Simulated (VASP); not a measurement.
# Sr (I4/mmm) in VASP: single point with r2SCAN

Aim: the single point of Sr with r2SCAN.

All numbers are computed with VASP 6.6.1; they aren't measurements. Logs are shortened: lines on timing, memory, paths and dates and some standing lists are left out, and cuts for length are marked.

## Step 1: The cell of the first run

It takes space group I4/mmm (No. 139, tetragonal). The conventional cell has a = 4.850 Å, b = 4.850 Å, c = 5.044 Å, α = 90.00°, β = 90.00°, γ = 90.00°. Within 5.6 Å of Sr (site symmetry 4/mmm) lie 14 Sr at 4.26 to 5.04 Å.

## Step 2: Single point, r2SCAN (strain +0.000 along x and y, +0.040 along z)

The input, POSCAR:

```
Sr
1.0
   -2.4250000000      2.4250000000      2.5220000000
    2.4250000000     -2.4250000000      2.5220000000
    2.4250000000      2.4250000000     -2.5220000000
Sr
1
Direct
    0.0000000000      0.0000000000      0.0000000000
```

The input, INCAR.step1:

```
  PREC = Accurate
  ENCUT = 520
  ISMEAR = 0
  SIGMA = 0.15
  LREAL = False
  LASPH = True
  NELM = 100
  NBANDS = 11
  GGA = PE
  ALGO = Normal
  EDIFF = 1E-4
  LWAVE = True
  LCHARG = False
```

The input, INCAR.step2:

```
  PREC = Accurate
  ENCUT = 520
  EDIFF = 1E-7
  ISMEAR = 0
  SIGMA = 0.15
  LREAL = False
  LASPH = True
  NELM = 100
  ALGO = Normal
  ISIF = 2
  LWAVE = False
  LCHARG = False
  METAGGA = R2SCAN
  LMIXTAU = True
  NBANDS = 11
  ISTART = 1
```

The input, KPOINTS:

```
regular mesh
0
Gamma
  14 14 14
```

Potentials or basis: VASP PAW PBE potentials, release 64 (Sr_sv).

Started as:

```bash
$ cat potpaw_PBE.64/Sr_sv/POTCAR > POTCAR
$ cp INCAR.step1 INCAR
$ mpirun -np 1 vasp_std > vasp.out
$ cp INCAR.step2 INCAR
$ mpirun -np 1 vasp_std > vasp.out
```

OUTCAR:

```text
PREC = Accurate
   ENCUT = 520
   EDIFF = 1E-7
   ISMEAR = 0
   LREAL = False
   LASPH = True
   NELM = 100
   ISIF = 2
   METAGGA = R2SCAN
   ISTART = 1

 ion  position               nearest neighbor table
   1  0.000  0.000  0.000-

  LATTYP: Found a body centered tetragonal cell.
 ALAT       =     4.8500000000
 C/A-ratio  =     1.0400000000

  Lattice vectors:

 A1 = (  -2.4250000000,   2.4250000000,   2.5220000000)
 A2 = (   2.4250000000,  -2.4250000000,   2.5220000000)
 A3 = (   2.4250000000,   2.4250000000,  -2.5220000000)

Analysis of symmetry for initial positions (statically):
=====================================================================
 Subroutine PRICEL returns:
 Original cell was already a primitive cell.

 Routine SETGRP: Setting up the symmetry group for a
 body centered tetragonal supercell.

 Subroutine GETGRP returns: Found 16 space group operations
 (whereof 16 operations were pure point group operations)
 out of a pool of 16 trial point group operations.

The static configuration has the point symmetry D_4h.

Analysis of symmetry for dynamics (positions and initial velocities):
=====================================================================
 Subroutine PRICEL returns:
 Original cell was already a primitive cell.

 Routine SETGRP: Setting up the symmetry group for a
 body centered tetragonal supercell.

 Subroutine GETGRP returns: Found 16 space group operations
 (whereof 16 operations were pure point group operations)
 out of a pool of 16 trial point group operations.

The dynamic configuration has the point symmetry D_4h.

 Subroutine INISYM returns: Found 16 space group operations
 (whereof 16 operations are pure point group operations),
 and found     1 'primitive' translations

----------------------------------------------------------------------------------------

                                     Primitive cell

  volume of cell :      59.3237

  direct lattice vectors                    reciprocal lattice vectors
    -2.425000000  2.425000000  2.522000000     0.000000000  0.206185567  0.198255353
     2.425000000 -2.425000000  2.522000000     0.206185567  0.000000000  0.198255353
     2.425000000  2.425000000 -2.522000000     0.206185567  0.206185567  0.000000000

  length of vectors
     4.256963002  4.256963002  4.256963002     0.286037887  0.286037887  0.291590425

  position of ions in fractional coordinates (direct lattice)
     0.000000000  0.000000000  0.000000000

  ion indices of the primitive-cell ions
   primitive index   ion index
                 1           1

----------------------------------------------------------------------------------------

 KPOINTS: regular mesh

Automatic generation of k-mesh.
 Grid dimensions read from file:
 generate k-points for:   14   14   14

 Generating k-lattice:

  Cartesian coordinates                     Fractional coordinates (reciprocal lattice)
     0.000000000  0.014727541  0.014161097     0.071428571  0.000000000  0.000000000
     0.014727541  0.000000000  0.014161097     0.000000000  0.071428571  0.000000000
     0.014727541  0.014727541  0.000000000     0.000000000  0.000000000  0.071428571

  Length of vectors
     0.020431278  0.020431278  0.020827888

  Shift w.r.t. Gamma in fractional coordinates (k-lattice)
     0.000000000  0.000000000  0.000000000

 Subroutine IBZKPT returns following result:
 ===========================================

 Found    244 irreducible k-points:

 Following reciprocal coordinates:
            Coordinates               Weight
  0.000000  0.000000  0.000000      1.000000
  0.071429  0.000000  0.000000      8.000000
  0.142857  0.000000  0.000000      8.000000
  0.214286  0.000000  0.000000      8.000000
  0.285714  0.000000  0.000000      8.000000
  0.357143  0.000000  0.000000      8.000000
[... 16 lines left out ...]
  0.214286  0.142857  0.000000     16.000000
  0.285714  0.142857  0.000000     16.000000
 [... further k-points ...]
   k-points           NKPTS =    244   k-points in BZ     NKDIM =    244   number of bands    NBANDS=     11
   number of dos      NEDOS =    301   number of ions     NIONS =      1
   total plane-waves  NPLWV =  32768
   dimension x,y,z NGX =    32 NGY =   32 NGZ =   32
   dimension x,y,z NGXF=    64 NGYF=   64 NGZF=   64
   ions per type =               1
   NGX,Y,Z   is equivalent  to a cutoff of  12.50, 12.50, 12.50 a.u.
   NGXF,Y,Z  is equivalent  to a cutoff of  24.99, 24.99, 24.99 a.u.
 SYSTEM =  unknown system
   PREC   = accura    normal or accurate (medium, high low for compatibility)
   ISTART =      1    job   : 0-new  1-cont  2-samecut
   ICHARG =      0    charge: 1-file 2-atom 10-const
   ISPIN  =      1    spin polarized calculation?
   LNONCOLLINEAR =      F non collinear calculations
   LSORBIT =      F    spin-orbit coupling
   LASPH  =      T    aspherical Exc in radial PAW
   ENCUT  =  520.0 eV  38.22 Ry    6.18 a.u.   7.92  7.92  7.92*2*pi/ulx,y,z
   NELM   =    100;   NELMIN=  2; NELMDL=  0     # of ELM steps
   EDIFF  = 0.1E-06   stopping-criterion for ELM
   LREAL  =      F    real-space projection
   EDIFFG = 0.1E-05   stopping-criterion for IOM
   NSW    =      0    number of steps for IOM
   IBRION =     -1    ionic relax: 0-MD 1-quasi-New 2-CG
   NFREE  =      0    steps in history (QN), initial steepest desc. (CG)
   ISIF   =      2    stress and relaxation
   ISYM   =      2    0-nonsym 1-usesym 2-fastsym
   POTIM  = 0.5000    time-step for ionic-motion
   TEBEG  =    0.0;   TEEND  =   0.0 temperature during run
   PSTRESS=    0.0 pullay stress
   NELECT =      10.0000    total number of electrons
   NUPDOWN=      -1.0000    fix difference up-down
   EMIN   =  10.00;   EMAX   =-10.00  energy-range for DOS
   EFERMI =   0.00;   METHOD = LEGACY
   ISMEAR =     0;   SIGMA  =   0.15  broadening in eV -4-tet -1-fermi 0-gaus
   EFERMI_NEDOS =   21; number of points for ismear=-14 and -15
   IALGO  =     38    algorithm
   IMIX   =      4    mixing-type and parameters
     AMIX     =   0.40;   BMIX     =  1.00
     AMIX_MAG =   1.60;   BMIX_MAG =  1.00
  volume/ion in A,a.u.               =      59.32       400.34
  Fermi-wavevector in a.u.,A,eV,Ry     =   0.904340  1.708956 11.127276  0.817832
  Thomas-Fermi vector in A             =   2.027776
   LORBIT       =      0    0 simple, 1 ext, 2 COOP (PROOUT), +10 PAW based schemes
   METAGGA = R2SCAN    functional components
   LHFCALC =     F    Hartree Fock is set to
   AEXX    =    0.0000 exact exchange contribution
   IVDW    =     0    specifies the selected vdW correction
   LEPSILON=     F    determine dielectric tensor
   LRPA    =     F    only Hartree local field effects (RPA)
 non-spin polarized calculation
 Gauss-broadening in eV      SIGMA  =   0.15
  energy-cutoff  :      520.00
  volume of cell :       59.32
 maximum number of plane-waves:      1622
   NGX = 15   NGY = 15   NGZ = 15

 number of electron      10.0000000 magnetization

 Free energy of the ion-electron system (eV)
  ---------------------------------------------------
  ext. energy  EPLUGINS =         0.00000000
  ---------------------------------------------------
  free energy    TOTEN  =       -15.09098980 eV

  energy without entropy =      -15.07316609  energy(sigma->0) =      -15.08207794

 E-fermi :   1.3700     XC(G=0):  -7.5504

 val. band max:        1.3657388005   @ k =  -0.3571  -0.4286   0.2143
 cond. band min:       1.3716062837   @ k =   0.4286   0.1429   0.0000
 fundamental gap:      0.0058674832
 Fermi energy:         1.3700224910

 k-point     1 :       0.0000    0.0000    0.0000
  band No.  band energies     occupation
      1     -36.8253      2.00000
      2     -18.0945      2.00000
      3     -18.0945      2.00000
      4     -18.0899      2.00000
      5      -2.3580      2.00000
      6       3.9374      0.00000
      7       3.9374      0.00000
      8       4.1526      0.00000
      9       5.1263      0.00000
     10       5.4277      0.00000
     11       9.4329      0.00000

 k-point     2 :       0.0714    0.0000    0.0000
  band No.  band energies     occupation
      1     -36.8248      2.00000
      2     -18.1009      2.00000
      3     -18.0970      2.00000
      4     -18.0915      2.00000
      5      -2.2735      2.00000
      6       3.8810      0.00000
      7       3.9184      0.00000
      8       4.1737      0.00000
      9       5.0339      0.00000
     10       5.3895      0.00000
     11       9.6013      0.00000

 k-point     3 :       0.1429    0.0000    0.0000
  band No.  band energies     occupation
      1     -36.8232      2.00000
      2     -18.1228      2.00000
      3     -18.1040      2.00000
      4     -18.0918      2.00000
      5      -2.0251      2.00000
      6       3.6415      0.00000
      7       3.7570      0.00000
      8       4.3721      0.00000
      9       4.9004      0.00000
     10       5.3442      0.00000
     11       9.8175      0.00000

 k-point     4 :       0.2143    0.0000    0.0000
  band No.  band energies     occupation
      1     -36.8209      2.00000
      2     -18.1546      2.00000
      3     -18.1141      2.00000
      4     -18.0917      2.00000
      5      -1.6279      2.00000
      6       3.1944      0.00000
      7       3.5125      0.00000
      8       4.7495      0.00000
      9       4.9124      0.00000
     10       5.3399      0.00000
     11       9.5147      0.00000
[... 239 lines left out ...]
 k-point    22 :       0.1429    0.1429    0.0000
  band No.  band energies     occupation
      1     -36.8197      2.00000
      2     -18.1673      2.00000
      3     -18.1163      2.00000
      4     -18.0977      2.00000
      5      -1.4082      2.00000
      6       3.0430      0.00000
      7       3.3371      0.00000
      8       4.7658      0.00000
      9       4.9815      0.00000
     10       5.5163      0.00000
     11       9.1284      0.00000

 k-point    23 :       0.2143    0.1429    0.0000
  band No.  band energies     occupation
      1     -36.8174      2.00000
      2     -18.1941      2.00000
      3     -18.1291      2.00000
      4     -18.0995      2.00000
      5      -0.9035      2.00000
      6       2.6151      0.00000
      7       3.0854      0.00000
      8       4.8665      0.00000
      9       5.3933      0.00000
     10       5.6099      0.00000
     11       8.3596      0.00000

 k-point    24 :       0.2857    0.1429    0.0000
  band No.  band energies     occupation
      1     -36.8154      2.00000
      2     -18.2175      2.00000
      3     -18.1422      2.00000
      4     -18.1004      2.00000
      5      -0.3148      2.00000
      6       2.1623      0.00000
      7       2.8855      0.00000
      8       4.9781      0.00000
      9       5.4868      0.00000
     10       6.0645      0.00000
     11       7.7120      0.00000

 [... further k-points ...]

------------------------ aborting loop because EDIFF is reached ----------------------------------------

  FORCE on cell =-STRESS in cart. coord.  units (eV):
  Direction    XX          YY          ZZ          XY          YZ          ZX
  --------------------------------------------------------------------------------------
  -------------------------------------------------------------------------------------
  Total       -0.2124755     -0.2124755     -0.1979785      0.0000000      0.0000000      0.0000000
  in kB       -5.7384002     -5.7384002     -5.3468743      0.0000000      0.0000000      0.0000000
  external PRESSURE =      -5.6078916 kB  Pullay stress =       0.0000000 kB

 VOLUME and BASIS-vectors are now :
 -----------------------------------------------------------------------------
  energy-cutoff  :      520.00
  volume of cell :       59.32
      direct lattice vectors                 reciprocal lattice vectors
    -2.425000000  2.425000000  2.522000000     0.000000000  0.206185567  0.198255353
     2.425000000 -2.425000000  2.522000000     0.206185567  0.000000000  0.198255353
     2.425000000  2.425000000 -2.522000000     0.206185567  0.206185567  0.000000000

 POSITION                                       TOTAL-FORCE (eV/Angst)
 -----------------------------------------------------------------------------------
      0.00000      0.00000      0.00000         0.000000     -0.000000      0.000000
 -----------------------------------------------------------------------------------
    total drift:                                0.000000      0.000000     -0.000000

  FREE ENERGIE OF THE ION-ELECTRON SYSTEM (eV)
  ---------------------------------------------------
  free  energy   TOTEN  =       -15.0909897988 eV

  energy  without entropy=      -15.0731660861  energy(sigma->0) =      -15.08207794
```

Run time: 2.5 min. Hardware: 1 thread of Intel Xeon 6975P-C (Granite Rapids), shared host; peak memory 0.3 GiB.

Results:

| Quantity | Value |
| --- | --- |
| Free energy | -15.0910 eV |
| Pressure | -0.6 GPa |
| Band gap on the k mesh | zero (band 5 reaches 1.60 eV, above the bottom of band 6 at 1.34 eV) |

Caveat: the cell differs from its parent crystal (strain +0.000 along x and y, +0.040 along z); the PAW data sets were made with another functional, which shifts forces and pressure a little.
